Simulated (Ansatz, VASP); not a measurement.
**Si: VASP beside Ansatz**

```
Si
1.0
    -2.46623    2.46623    1.43561
     2.46623   -2.46623    1.43561
     2.46623    2.46623   -1.43561
Si
2
Cartesian
  2.4662 0.0000 0.7178
  0.0000 0.0000 1.4356
```

Change from the starting cell: strain +0.040 along x and y, +0.080 along z, atoms carried along.

Alike in both runs: task single point; functional LDA; k mesh 20 × 20 × 20; occupations gaussian, width 0.15 eV; no spin polarisation.

|  | VASP | Ansatz |
| --- | --- | --- |
| version | VASP 6.6.1 | Ansatz 0.2.0 |
| potentials or method | VASP PAW LDA potentials, release 64 (Si), cutoff 520 eV | scalar-relativistic, plane waves, PAW |
| valence electrons in the cell | 8 | 8 |

|  | VASP | Ansatz | Ansatz less VASP |
| --- | --- | --- | --- |
| gap on the k mesh at the Fermi level (eV) | none | none | - |
| pressure (GPa) | -12.6 | -12.6 | -0.01 |
| traceless stress, the component that is largest in VASP (GPa) | -0.43 | -0.41 | +0.019 |

LDA's correlation is that of Perdew and Zunger in VASP and of Perdew and Wang (1992) in Ansatz. A gap of «none» marks a metal or a gap that the smearing closes.
